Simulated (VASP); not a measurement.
Write the native input for VASP 6.6.1 that does the following.

* Task: single point
* Functional: PBE
* Potentials or basis: VASP PAW PBE potentials, release 64 (C)
* Cutoff: 520 eV
* k mesh: 8 × 8 × 10
* Occupations: gaussian, width 0.02 eV
* Spin: no spin polarisation
* Dipole correction: no
* Further INCAR settings: ALGO = Normal; EDIFF = 1e-07; NBANDS = 21

The structure of C lies in POSCAR:

```
C
1.0
    1.8899577266     -3.8947360401      0.0000000000
    1.8899577266      3.8947360401      0.0000000000
    0.0000000000      0.0000000000      2.5135481806
C
6
Direct
    0.0093738228      0.3996270384      0.7500000000
    0.3996270384      0.0093738228      0.2500000000
    0.6003729616      0.9906261772      0.7500000000
    0.9906261772      0.6003729616      0.2500000000
    0.4444664100      0.5555335900      0.7500000000
    0.5555335900      0.4444664100      0.2500000000
```

One way to write it, as run:

INCAR

```
ALGO = Normal ; EDIFF = 1E-7
ENCUT = 520 ; GGA = PE
ISIF = 2 ; ISMEAR = 0
LASPH = True ; LCHARG = False
LREAL = False ; LWAVE = False
NBANDS = 21 ; NELM = 100
PREC = Accurate ; SIGMA = 0.02
```

KPOINTS

```
k-points
0
Gamma
  8 8 10
```

Potentials or basis: VASP PAW PBE potentials, release 64 (C).

Run with:

```sh
$ cat potpaw_PBE.64/C/POTCAR > POTCAR
$ mpirun -np 1 vasp_std > vasp.out
```

Results of the run:

```
Pressure               : 0.7 GPa
Largest force          : 0.019 eV/Å
Band gap on the k mesh : 3.39 eV, indirect (least direct gap 3.65 eV)
```

Run time: 63 s on 1 thread of Intel(R) Xeon(R) Platinum 8259CL CPU @ 2.50GHz (Skylake/Cascade Lake) (shared host), peak memory 0.19 GiB.
